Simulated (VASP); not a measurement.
# CsH (F-43m) in VASP: single point with LDA

Aim: the single point of CsH with LDA.

Everything below comes from runs of VASP 6.6.1. Logs are shortened: lines on timing, memory, paths and dates and some standing lists are left out, and cuts for length are marked.

**1. The cell of the first run**

It takes space group F-43m (No. 216, cubic). Conventional cell: a = 6.990 Å, b = 6.990 Å, c = 6.990 Å, α = 90.00°, β = 90.00°, γ = 90.00°. Within 4.0 Å of Cs (site symmetry -43m) lie 4 H at 3.03 Å. Within 4.0 Å of H (site symmetry -43m) lie 4 Cs at 3.03 Å.

**2. Single point, LDA**

The input, INCAR:

```
ALGO = Normal
EDIFF = 1E-6
ENCUT = 520
GGA = CA
ISIF = 2
ISMEAR = 0
LASPH = True
LCHARG = False
LREAL = False
LWAVE = False
NBANDS = 12
NELM = 80
PREC = Accurate
SIGMA = 0.01
```

The input, KPOINTS:

```
k-points
0
Gamma
  2 2 2
```

The input, POSCAR:

```
CsH
1.0
    0.0000000000      3.4951746506      3.4951746506
    3.4951746506      0.0000000000      3.4951746506
    3.4951746506      3.4951746506      0.0000000000
Cs H
1 1
Direct
    0.0000000000      0.0000000000      0.0000000000
    0.2500000000      0.2500000000      0.2500000000
```

Potentials or basis: VASP PAW LDA potentials, release 64 (Cs_sv, H).

Started as:

```
$ cat potpaw_LDA.64/Cs_sv/POTCAR potpaw_LDA.64/H/POTCAR > POTCAR
$ mpirun -np 1 vasp_std > vasp.out
```

OUTCAR:

```text
EDIFF = 1E-6
   ENCUT = 520
   GGA = CA
   ISIF = 2
   ISMEAR = 0
   LASPH = True
   LREAL = False
   NELM = 80
   PREC = Accurate

 ion  position               nearest neighbor table
   1  0.000  0.000  0.000-
   2  0.250  0.250  0.250-

  LATTYP: Found a face centered cubic cell.
 ALAT       =     6.9903493012

  Lattice vectors:

 A1 = (   0.0000000000,   3.4951746506,   3.4951746506)
 A2 = (   3.4951746506,   0.0000000000,   3.4951746506)
 A3 = (   3.4951746506,   3.4951746506,   0.0000000000)

Analysis of symmetry for initial positions (statically):
=====================================================================
 Subroutine PRICEL returns:
 Original cell was already a primitive cell.

 Routine SETGRP: Setting up the symmetry group for a
 face centered cubic supercell.

 Subroutine GETGRP returns: Found 24 space group operations
 (whereof 24 operations were pure point group operations)
 out of a pool of 48 trial point group operations.

The static configuration has the point symmetry T_d .

Analysis of symmetry for dynamics (positions and initial velocities):
=====================================================================
 Subroutine PRICEL returns:
 Original cell was already a primitive cell.

 Routine SETGRP: Setting up the symmetry group for a
 face centered cubic supercell.

 Subroutine GETGRP returns: Found 24 space group operations
 (whereof 24 operations were pure point group operations)
 out of a pool of 48 trial point group operations.

The dynamic configuration has the point symmetry T_d .

 Subroutine INISYM returns: Found 24 space group operations
 (whereof 24 operations are pure point group operations),
 and found     1 'primitive' translations

----------------------------------------------------------------------------------------

                                     Primitive cell

  volume of cell :      85.3958

  direct lattice vectors                    reciprocal lattice vectors
     0.000000000  3.495174651  3.495174651    -0.143054368  0.143054368  0.143054368
     3.495174651  0.000000000  3.495174651     0.143054368 -0.143054368  0.143054368
     3.495174651  3.495174651  0.000000000     0.143054368  0.143054368 -0.143054368

  length of vectors
     4.942923394  4.942923394  4.942923394     0.247777433  0.247777433  0.247777433

  position of ions in fractional coordinates (direct lattice)
     0.000000000  0.000000000  0.000000000
     0.250000000  0.250000000  0.250000000

  ion indices of the primitive-cell ions
[... 63 lines left out ...]
   PSTRESS=    0.0 pullay stress
   NELECT =      10.0000    total number of electrons
   NUPDOWN=      -1.0000    fix difference up-down
   EMIN   =  10.00;   EMAX   =-10.00  energy-range for DOS
   EFERMI =   0.00;   METHOD = LEGACY
   ISMEAR =     0;   SIGMA  =   0.01  broadening in eV -4-tet -1-fermi 0-gaus
   EFERMI_NEDOS =   21; number of points for ismear=-14 and -15
   IALGO  =     38    algorithm
   IMIX   =      4    mixing-type and parameters
     AMIX     =   0.40;   BMIX     =  1.00
     AMIX_MAG =   1.60;   BMIX_MAG =  1.00
  volume/ion in A,a.u.               =      42.70       288.14
  Fermi-wavevector in a.u.,A,eV,Ry     =   0.800933  1.513543  8.728042  0.641493
  Thomas-Fermi vector in A             =   1.908323
   LORBIT       =      0    0 simple, 1 ext, 2 COOP (PROOUT), +10 PAW based schemes
   GGA     = CA    functional components
   LHFCALC =     F    Hartree Fock is set to
   AEXX    =    0.0000 exact exchange contribution
   IVDW    =     0    specifies the selected vdW correction
   LEPSILON=     F    determine dielectric tensor
   LRPA    =     F    only Hartree local field effects (RPA)
 non-spin polarized calculation
 Gauss-broadening in eV      SIGMA  =   0.01
  energy-cutoff  :      520.00
  volume of cell :       85.40
 maximum number of plane-waves:      2332
 NGX is ok and might be reduce to    40
   NGX = 19   NGY = 19   NGZ = 19

 number of electron      10.0000000 magnetization

 Free energy of the ion-electron system (eV)
  ---------------------------------------------------
  ext. energy  EPLUGINS =         0.00000000
  ---------------------------------------------------
  free energy    TOTEN  =        -4.77622706 eV

  energy without entropy =       -4.77622706  energy(sigma->0) =       -4.77622706

 E-fermi :  -1.1533     XC(G=0):  -6.4191

 val. band max:       -1.2212689664   @ k =   0.5000   0.5000   0.0000
 cond. band min:       1.4414352535   @ k =   0.5000   0.5000   0.0000
 fundamental gap:      2.6627042199
 Fermi energy:        -1.1533051284

 k-point     1 :       0.0000    0.0000    0.0000
  band No.  band energies     occupation
      1     -22.2774      2.00000
      2      -8.9349      2.00000
      3      -8.9349      2.00000
      4      -8.9349      2.00000
      5      -2.3476      2.00000
      6       2.8276      0.00000
      7       3.7463      0.00000
      8       3.7463      0.00000
      9       3.7463      0.00000
     10       5.3459      0.00000
     11       5.3459      0.00000
     12       8.5532      0.00000
[... 16 lines left out ...]
 k-point     3 :       0.5000    0.5000    0.0000
  band No.  band energies     occupation
      1     -22.2422      2.00000
      2      -9.3388      2.00000
      3      -9.0701      2.00000
      4      -9.0701      2.00000
      5      -1.2213      2.00000
      6       1.4414      0.00000
      7       2.8833      0.00000
      8       6.1933      0.00000
      9       6.1933      0.00000
     10       6.4849      0.00000
     11       6.7521      0.00000
     12       6.7521      0.00000

------------------------ aborting loop because EDIFF is reached ----------------------------------------

  FORCE on cell =-STRESS in cart. coord.  units (eV):
  Direction    XX          YY          ZZ          XY          YZ          ZX
  --------------------------------------------------------------------------------------
  -------------------------------------------------------------------------------------
  Total       -0.8767821     -0.8767821     -0.8767821      0.0000000     -0.0000000     -0.0000000
  in kB      -16.4499884    -16.4499884    -16.4499884      0.0000000     -0.0000000     -0.0000000
  external PRESSURE =     -16.4499884 kB  Pullay stress =       0.0000000 kB

 VOLUME and BASIS-vectors are now :
 -----------------------------------------------------------------------------
  energy-cutoff  :      520.00
  volume of cell :       85.40
      direct lattice vectors                 reciprocal lattice vectors
     0.000000000  3.495174651  3.495174651    -0.143054368  0.143054368  0.143054368
     3.495174651  0.000000000  3.495174651     0.143054368 -0.143054368  0.143054368
     3.495174651  3.495174651  0.000000000     0.143054368  0.143054368 -0.143054368

 POSITION                                       TOTAL-FORCE (eV/Angst)
 -----------------------------------------------------------------------------------
      0.00000      0.00000      0.00000         0.000000      0.000000      0.000000
      1.74759      1.74759      1.74759        -0.000000     -0.000000     -0.000000
 -----------------------------------------------------------------------------------
    total drift:                                0.000000      0.000000      0.000000

  FREE ENERGIE OF THE ION-ELECTRON SYSTEM (eV)
  ---------------------------------------------------
  free  energy   TOTEN  =        -4.7762270584 eV

  energy  without entropy=       -4.7762270584  energy(sigma->0) =       -4.77622706
```

stdout:

```text
POSCAR found type information on POSCAR CsH
 POSCAR found :  2 types and       2 ions
 scaLAPACK will be used
 LDA part: xc-table for (Slater(with rela. corr.)+CA(PZ))
 , standard interpolation
 POSCAR, INCAR and KPOINTS ok, starting setup
 FFT: planning ... GRIDC
 FFT: planning ... GRID_SOFT
 FFT: planning ... GRID
 WAVECAR not read
 entering main loop
```

Wall time 4.9 s (1 thread of Intel Xeon Platinum 8259CL at 2.50GHz (Skylake/Cascade Lake), shared host); peak memory 0.18 GiB.

Results:

* Free energy: -4.7762 eV
* Pressure: -1.6 GPa
* Band gap on the k mesh: 2.66 eV, direct

Caveat: the k points lie up to 0.78 Å⁻¹ apart; spin-orbit coupling is left out, which moves the levels of the heavy elements.
